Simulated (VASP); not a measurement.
Crystal: Cu.

```xyz
1
Lattice="0.0000 1.7361 1.7361 1.7361 0.0000 1.7361 1.7361 1.7361 0.0000" Properties=species:S:1:pos:R:3 pbc="T T T"
Cu    0.0000    0.0000    0.0000
```

Base run:

```yaml
Program: VASP 6.6.1
Functional: PBE
Potentials_or_basis: VASP PAW PBE potentials, release 64 (Cu)
Cutoff: 520 eV
k_mesh: 12 × 12 × 12
Occupations: fermi-dirac, width 0.06 eV
Spin: no spin polarisation
```

Its results: pressure 26.7 GPa.

Q: The run is repeated on the same cell with these changes: functional from PBE to PBEsol. What comes out?

A: Pressure 16.6 GPa.

PBEsol binds more tightly than PBE, so the same cell stands under less pressure.

Caveats: the PAW data sets were made with another functional, which shifts forces and pressure a little (some runs).
